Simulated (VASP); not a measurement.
# Ir (Fm-3m) in VASP: further runs

Runs on Ir. Level: LDA. Tasks: single point.

Everything below comes from runs of VASP 6.6.1. Logs are shortened: lines on timing, memory, paths and dates and some standing lists are left out, and cuts for length are marked.

## (1) The cell of the first run

Symmetry: Fm-3m, No. 225, cubic system. Conventional cell: a = 3.706 Å, b = 3.706 Å, c = 3.706 Å, α = 90.00°, β = 90.00°, γ = 90.00°. Ir (site symmetry m-3m) has 12 Ir at 2.62 Å within 3.5 Å.

## (2) Single point, LDA (volume 12.729 Å^3 an atom, c/a of the conventional cell 1.0000)

Input file INCAR:

```
SYSTEM = Ir
ALGO = Normal ; EDIFF = 1E-6
ENCUT = 520 ; GGA = CA
ISIF = 2 ; ISMEAR = 0
LASPH = .TRUE. ; LCHARG = .FALSE.
LREAL = .FALSE. ; LWAVE = .FALSE.
NBANDS = 10 ; NELM = 60
PREC = Accurate ; SIGMA = 0.15
```

Input file KPOINTS:

```
k-points
0
G
  22 22 22
  0 0 0
```

Input file POSCAR:

```
Ir
1.0
    0.0000000000      1.8531963249      1.8531963249
    1.8531963249      0.0000000000      1.8531963249
    1.8531963249      1.8531963249      0.0000000000
Ir
1
Direct
    0.0000000000      0.0000000000      0.0000000000
```

Potentials or basis: VASP PAW LDA potentials, release 64 (Ir).

The run is started by

```console
cat potpaw_LDA.64/Ir/POTCAR > POTCAR
mpirun -np 1 vasp_std > vasp.out
```

OUTCAR:

```text
SYSTEM = Ir
   EDIFF = 1E-6
   ENCUT = 520
   GGA = CA
   ISIF = 2
   ISMEAR = 0
   LASPH = .TRUE.
   LREAL = .FALSE.
   NELM = 60
   PREC = Accurate

 ion  position               nearest neighbor table
   1  0.000  0.000  0.000-

  LATTYP: Found a face centered cubic cell.
 ALAT       =     3.7063926498

  Lattice vectors:

 A1 = (   0.0000000000,   1.8531963249,   1.8531963249)
 A2 = (   1.8531963249,   0.0000000000,   1.8531963249)
 A3 = (   1.8531963249,   1.8531963249,   0.0000000000)

Analysis of symmetry for initial positions (statically):
=====================================================================
 Subroutine PRICEL returns:
 Original cell was already a primitive cell.

 Routine SETGRP: Setting up the symmetry group for a
 face centered cubic supercell.

 Subroutine GETGRP returns: Found 48 space group operations
 (whereof 48 operations were pure point group operations)
 out of a pool of 48 trial point group operations.

The static configuration has the point symmetry O_h .

Analysis of symmetry for dynamics (positions and initial velocities):
=====================================================================
 Subroutine PRICEL returns:
 Original cell was already a primitive cell.

 Routine SETGRP: Setting up the symmetry group for a
 face centered cubic supercell.

 Subroutine GETGRP returns: Found 48 space group operations
 (whereof 48 operations were pure point group operations)
 out of a pool of 48 trial point group operations.

The dynamic configuration has the point symmetry O_h .

 Subroutine INISYM returns: Found 48 space group operations
 (whereof 48 operations are pure point group operations),
 and found     1 'primitive' translations

----------------------------------------------------------------------------------------

                                     Primitive cell

  volume of cell :      12.7290

  direct lattice vectors                    reciprocal lattice vectors
     0.000000000  1.853196325  1.853196325    -0.269804118  0.269804118  0.269804118
     1.853196325  0.000000000  1.853196325     0.269804118 -0.269804118  0.269804118
     1.853196325  1.853196325  0.000000000     0.269804118  0.269804118 -0.269804118

  length of vectors
     2.620815376  2.620815376  2.620815376     0.467314441  0.467314441  0.467314441

  position of ions in fractional coordinates (direct lattice)
     0.000000000  0.000000000  0.000000000

  ion indices of the primitive-cell ions
   primitive index   ion index
                 1           1

----------------------------------------------------------------------------------------

 KPOINTS: k-points

Automatic generation of k-mesh.
 Grid dimensions read from file:
 generate k-points for:   22   22   22

 Generating k-lattice:

  Cartesian coordinates                     Fractional coordinates (reciprocal lattice)
    -0.012263824  0.012263824  0.012263824     0.045454545  0.000000000  0.000000000
     0.012263824 -0.012263824  0.012263824     0.000000000  0.045454545  0.000000000
     0.012263824  0.012263824 -0.012263824     0.000000000  0.000000000  0.045454545

  Length of vectors
     0.021241565  0.021241565  0.021241565

  Shift w.r.t. Gamma in fractional coordinates (k-lattice)
     0.000000000  0.000000000  0.000000000

 Subroutine IBZKPT returns following result:
 ===========================================

 Found    328 irreducible k-points:

 Following reciprocal coordinates:
            Coordinates               Weight
  0.000000  0.000000  0.000000      1.000000
  0.045455  0.000000  0.000000      8.000000
  0.090909  0.000000  0.000000      8.000000
  0.136364  0.000000  0.000000      8.000000
  0.181818  0.000000  0.000000      8.000000
  0.227273  0.000000  0.000000      8.000000
[... 16 lines left out ...]
  0.500000  0.045455  0.000000     24.000000
 -0.454545  0.045455  0.000000     24.000000
 [... further k-points ...]
   k-points           NKPTS =    328   k-points in BZ     NKDIM =    328   number of bands    NBANDS=     10
   number of dos      NEDOS =    301   number of ions     NIONS =      1
   total plane-waves  NPLWV =   8000
   dimension x,y,z NGX =    20 NGY =   20 NGZ =   20
   dimension x,y,z NGXF=    40 NGYF=   40 NGZF=   40
   ions per type =               1
   NGX,Y,Z   is equivalent  to a cutoff of  12.69, 12.69, 12.69 a.u.
   NGXF,Y,Z  is equivalent  to a cutoff of  25.37, 25.37, 25.37 a.u.
 SYSTEM =  Ir
   PREC   = accura    normal or accurate (medium, high low for compatibility)
   ISTART =      0    job   : 0-new  1-cont  2-samecut
   ICHARG =      2    charge: 1-file 2-atom 10-const
   ISPIN  =      1    spin polarized calculation?
   LNONCOLLINEAR =      F non collinear calculations
   LSORBIT =      F    spin-orbit coupling
   LASPH  =      T    aspherical Exc in radial PAW
   ENCUT  =  520.0 eV  38.22 Ry    6.18 a.u.   4.87  4.87  4.87*2*pi/ulx,y,z
   NELM   =     60;   NELMIN=  2; NELMDL= -5     # of ELM steps
   EDIFF  = 0.1E-05   stopping-criterion for ELM
   LREAL  =      F    real-space projection
   EDIFFG = 0.1E-04   stopping-criterion for IOM
   NSW    =      0    number of steps for IOM
   IBRION =     -1    ionic relax: 0-MD 1-quasi-New 2-CG
   NFREE  =      0    steps in history (QN), initial steepest desc. (CG)
   ISIF   =      2    stress and relaxation
   ISYM   =      2    0-nonsym 1-usesym 2-fastsym
   POTIM  = 0.5000    time-step for ionic-motion
   TEBEG  =    0.0;   TEEND  =   0.0 temperature during run
   PSTRESS=    0.0 pullay stress
   NELECT =       9.0000    total number of electrons
   NUPDOWN=      -1.0000    fix difference up-down
   EMIN   =  10.00;   EMAX   =-10.00  energy-range for DOS
   EFERMI =   0.00;   METHOD = LEGACY
   ISMEAR =     0;   SIGMA  =   0.15  broadening in eV -4-tet -1-fermi 0-gaus
   EFERMI_NEDOS =   21; number of points for ismear=-14 and -15
   IALGO  =     38    algorithm
   IMIX   =      4    mixing-type and parameters
     AMIX     =   0.40;   BMIX     =  1.00
     AMIX_MAG =   1.60;   BMIX_MAG =  1.00
  volume/ion in A,a.u.               =      12.73        85.90
  Fermi-wavevector in a.u.,A,eV,Ry     =   1.458448  2.756067 28.940546  2.127070
  Thomas-Fermi vector in A             =   2.575131
   LORBIT       =      0    0 simple, 1 ext, 2 COOP (PROOUT), +10 PAW based schemes
   GGA     = CA    functional components
   LHFCALC =     F    Hartree Fock is set to
   AEXX    =    0.0000 exact exchange contribution
   IVDW    =     0    specifies the selected vdW correction
   LEPSILON=     F    determine dielectric tensor
   LRPA    =     F    only Hartree local field effects (RPA)
 non-spin polarized calculation
 Gauss-broadening in eV      SIGMA  =   0.15
  energy-cutoff  :      520.00
  volume of cell :       12.73
 maximum number of plane-waves:       352
   NGX =  9   NGY =  9   NGZ =  9

 number of electron       8.9999999 magnetization

 Free energy of the ion-electron system (eV)
  ---------------------------------------------------
  ext. energy  EPLUGINS =         0.00000000
  ---------------------------------------------------
  free energy    TOTEN  =       -10.17018810 eV

  energy without entropy =      -10.15985599  energy(sigma->0) =      -10.16502204

 E-fermi :  12.2472     XC(G=0): -14.7561

 val. band max:       12.2436313025   @ k =   0.3636   0.1818   0.0000
 cond. band min:      12.2483477473   @ k =   0.4091   0.1818   0.0455
 fundamental gap:      0.0047164448
 Fermi energy:        12.2472216960

 k-point     1 :       0.0000    0.0000    0.0000
  band No.  band energies     occupation
      1      -0.0002      2.00000
      2       7.6759      2.00000
      3       7.6759      2.00000
      4       7.6759      2.00000
      5      10.8924      2.00000
      6      10.8924      2.00000
      7      26.3419      0.00000
      8      32.5335      0.00000
      9      32.5335      0.00000
     10      32.5335      0.00000

 k-point     2 :       0.0455    0.0000    0.0000
  band No.  band energies     occupation
      1       0.1038      2.00000
      2       7.6160      2.00000
      3       7.7232      2.00000
      4       7.7232      2.00000
      5      10.8583      2.00000
      6      10.8583      2.00000
      7      26.5315      0.00000
      8      31.9896      0.00000
      9      32.7124      0.00000
     10      32.7124      0.00000

 k-point     3 :       0.0909    0.0000    0.0000
  band No.  band energies     occupation
      1       0.4076      2.00000
      2       7.4551      2.00000
      3       7.8535      2.00000
      4       7.8535      2.00000
      5      10.7737      2.00000
      6      10.7737      2.00000
      7      27.0693      0.00000
      8      30.8375      0.00000
      9      33.2383      0.00000
     10      33.2383      0.00000

 k-point     4 :       0.1364    0.0000    0.0000
  band No.  band energies     occupation
      1       0.8843      2.00000
      2       7.2465      2.00000
      3       8.0284      2.00000
      4       8.0284      2.00000
      5      10.6923      2.00000
      6      10.6923      2.00000
      7      27.8308      0.00000
      8      29.6068      0.00000
      9      34.0803      0.00000
     10      34.0803      0.00000

 k-point     5 :       0.1818    0.0000    0.0000
  band No.  band energies     occupation
      1       1.4800      2.00000
      2       7.0740      2.00000
      3       8.1767      2.00000
      4       8.1767      2.00000
      5      10.7028      2.00000
      6      10.7028      2.00000
      7      27.9742      0.00000
      8      29.1361      0.00000
      9      35.1913      0.00000
     10      35.1913      0.00000

 k-point     6 :       0.2273    0.0000    0.0000
  band No.  band energies     occupation
      1       2.0998      2.00000
      2       7.0548      2.00000
      3       8.2200      2.00000
      4       8.2200      2.00000
      5      10.8959      2.00000
      6      10.8959      2.00000
      7      26.9272      0.00000
      8      29.6913      0.00000
      9      36.5004      0.00000
     10      36.5004      0.00000

 k-point     7 :       0.2727    0.0000    0.0000
  band No.  band energies     occupation
      1       2.6091      2.00000
      2       7.3295      2.00000
      3       8.1400      2.00000
      4       8.1400      2.00000
      5      11.2902      2.00000
      6      11.2902      2.00000
      7      25.8125      0.00000
      8      29.5897      0.00000
      9      37.6986      0.00000
     10      37.7305      0.00000

 k-point     8 :       0.3182    0.0000    0.0000
  band No.  band energies     occupation
      1       2.9058      2.00000
      2       7.9846      2.00000
      3       7.9867      2.00000
      4       7.9867      2.00000
      5      11.8191      1.99995
      6      11.8191      1.99995
      7      24.6799      0.00000
      8      28.6509      0.00000
      9      36.7767      0.00000
     10      36.7767      0.00000

 k-point     9 :       0.3636    0.0000    0.0000
  band No.  band energies     occupation
      1       3.0090      2.00000
      2       7.8186      2.00000
      3       7.8186      2.00000
      4       8.9524      2.00000
      5      12.3866      0.18893
      6      12.3866      0.18893
      7      23.4660      0.00000
      8      27.4945      0.00000
      9      35.2342      0.00000
     10      35.2342      0.00000
[... 118 lines left out ...]
 k-point    19 :       0.3182    0.0455    0.0000
  band No.  band energies     occupation
      1       2.9225      2.00000
      2       7.5570      2.00000
      3       7.9816      2.00000
      4       8.1402      2.00000
      5      11.4192      2.00000
      6      11.9957      1.98227
      7      25.1721      0.00000
      8      29.1018      0.00000
      9      36.0376      0.00000
     10      36.8450      0.00000

 k-point    20 :       0.3636    0.0455    0.0000
  band No.  band energies     occupation
      1       3.0805      2.00000
      2       7.7800      2.00000
      3       7.9756      2.00000
      4       8.4010      2.00000
      5      12.0933      1.85318
      6      12.5201      0.01009
      7      23.9453      0.00000
      8      27.9622      0.00000
      9      34.8653      0.00000
     10      35.9718      0.00000

 k-point    21 :       0.4091    0.0455    0.0000
  band No.  band energies     occupation
      1       3.1038      2.00000
      2       7.6171      2.00000
      3       7.8188      2.00000
      4       9.4040      2.00000
      5      12.7856      0.00000
      6      12.9872      0.00000
      7      22.6261      0.00000
      8      26.9933      0.00000
      9      33.7727      0.00000
     10      34.6366      0.00000

 k-point    22 :       0.4545    0.0455    0.0000
  band No.  band energies     occupation
      1       3.0799      2.00000
      2       7.5063      2.00000
      3       7.6992      2.00000
      4      10.3211      2.00000
      5      13.3004      0.00000
      6      13.4047      0.00000
      7      21.4144      0.00000
      8      26.3843      0.00000
      9      33.0616      0.00000
     10      33.5423      0.00000

 k-point    23 :       0.5000    0.0455    0.0000
  band No.  band energies     occupation
      1       3.0603      2.00000
      2       7.4608      2.00000
      3       7.6344      2.00000
      4      10.8497      2.00000
      5      13.3850      0.00000
      6      13.8107      0.00000
      7      20.7088      0.00000
      8      26.1217      0.00000
      9      32.8511      0.00000
     10      32.8785      0.00000

 k-point    24 :      -0.4545    0.0455    0.0000
  band No.  band energies     occupation
      1       3.0656      2.00000
      2       7.4840      2.00000
      3       7.6331      2.00000
      4      10.7592      2.00000
      5      13.2134      0.00000
      6      13.8534      0.00000
      7      20.8648      0.00000
      8      26.1744      0.00000
      9      32.7292      0.00000
     10      33.1834      0.00000

 [... further k-points ...]
[... 5 lines left out ...]
  --------------------------------------------------------------------------------------
  -------------------------------------------------------------------------------------
  Total        3.6302699      3.6302699      3.6302699     -0.0000000     -0.0000000      0.0000000
  in kB      456.9358280    456.9358280    456.9358280     -0.0000000     -0.0000000      0.0000000
  external PRESSURE =     456.9358280 kB  Pullay stress =       0.0000000 kB

 VOLUME and BASIS-vectors are now :
 -----------------------------------------------------------------------------
  energy-cutoff  :      520.00
  volume of cell :       12.73
      direct lattice vectors                 reciprocal lattice vectors
     0.000000000  1.853196325  1.853196325    -0.269804118  0.269804118  0.269804118
     1.853196325  0.000000000  1.853196325     0.269804118 -0.269804118  0.269804118
     1.853196325  1.853196325  0.000000000     0.269804118  0.269804118 -0.269804118

 POSITION                                       TOTAL-FORCE (eV/Angst)
 -----------------------------------------------------------------------------------
      0.00000      0.00000      0.00000         0.000000     -0.000000     -0.000000
 -----------------------------------------------------------------------------------
    total drift:                               -0.000000     -0.000000     -0.000000

  FREE ENERGIE OF THE ION-ELECTRON SYSTEM (eV)
  ---------------------------------------------------
  free  energy   TOTEN  =       -10.1701880960 eV

  energy  without entropy=      -10.1598559938  energy(sigma->0) =      -10.16502204
```

It took 19 s on 1 thread of AMD EPYC 9R45 (Zen 5), shared host; peak memory 0.13 GiB.

What came out:

```yaml
Free_energy: -10.1702 eV
Pressure: 45.7 GPa
```

Caveat: spin-orbit coupling is left out, which moves the levels of the heavy elements.

## (3) Single point, LDA (volume 13.098 Å^3 an atom, c/a of the conventional cell 1.0000)

Input file INCAR:

```
PREC = Accurate ; ENCUT = 520
EDIFF = 1E-7 ; ISMEAR = 0
SIGMA = 0.15 ; LREAL = F
LASPH = T ; NELM = 80
ALGO = Fast ; ISIF = 2
LWAVE = F ; LCHARG = F
NBANDS = 10
```

Input file KPOINTS:

```
regular mesh
0
Gamma
  22 22 22
```

Input file POSCAR:

```
Ir
1.0
    0.0000000000      1.8709334088      1.8709334088
    1.8709334088      0.0000000000      1.8709334088
    1.8709334088      1.8709334088      0.0000000000
Ir
1
Direct
    0.0000000000      0.0000000000      0.0000000000
```

Potentials or basis: VASP PAW LDA potentials, release 64 (Ir).

The run is started by

```console
cat potpaw_LDA.64/Ir/POTCAR > POTCAR
mpirun -np 1 vasp_std > vasp.out
```

Wall time 36 s (1 thread of AMD EPYC 9R45 (Zen 5), shared host); peak memory 0.13 GiB.

It converged, with:

```yaml
Free_energy: -10.2560 eV
Pressure: 29.1 GPa
```

Levels at points of the mesh, in eV from the Fermi level:
| k point | band 1 | band 2 | band 3 | band 4 | band 5 | band 6 | band 7 | band 8 |
| --- | --- | --- | --- | --- | --- | --- | --- | --- |
| (0.00, 0.00, 0.00) | -11.92 | -4.38 | -4.38 | -4.38 | -1.30 | -1.30 | 14.18 | 20.19 |
| (0.50, 0.00, 0.00) | -8.94 | -4.49 | -4.49 | -0.87 | 1.07 | 1.07 | 8.13 | 13.74 |
| (0.50, 0.50, 0.00) | -8.83 | -8.23 | 1.06 | 1.73 | 1.73 | 1.79 | 11.67 | 12.10 |

Caveat: spin-orbit coupling is left out, which moves the levels of the heavy elements.

## (4) Single point, LDA (volume 13.466 Å^3 an atom, c/a of the conventional cell 1.0000)

Input file INCAR:

```
  ALGO = Fast
  EDIFF = 1E-7
  ENCUT = 520
  GGA = CA
  ISIF = 2
  ISMEAR = 0
  LASPH = T
  LCHARG = F
  LREAL = F
  LWAVE = F
  NBANDS = 10
  NELM = 100
  PREC = Accurate
  SIGMA = 0.15
```

Input file KPOINTS:

```
k-points
0
Gamma
  22 22 22
```

Input file POSCAR:

```
Ir
1.0
    0.0000000000      1.8882936738      1.8882936738
    1.8882936738      0.0000000000      1.8882936738
    1.8882936738      1.8882936738      0.0000000000
Ir
1
Direct
    0.0000000000      0.0000000000      0.0000000000
```

The run is started by

```console
cat potpaw_LDA.64/Ir/POTCAR > POTCAR
mpirun -np 1 vasp_std > vasp.out
```

Wall time 38 s (1 thread of AMD EPYC 9R45 (Zen 5), shared host); peak memory 0.12 GiB.

It converged, with:

```
Free energy : -10.3063 eV
Pressure    : 14.9 GPa
```

Levels at points of the mesh, in eV from the Fermi level:
```
           k point  band 2  band 3  band 4  band 5  band 6  band 7
(0.00, 0.00, 0.00)   -4.19   -4.19   -4.19   -1.25   -1.25   14.26
(0.50, 0.00, 0.00)   -4.30   -4.30   -0.81    1.02    1.02    7.82
(0.50, 0.50, 0.00)   -7.90    1.01    1.64    1.64    1.77   11.25
```

Caveat: spin-orbit coupling is left out, which moves the levels of the heavy elements.

[end of part 1 of 2]
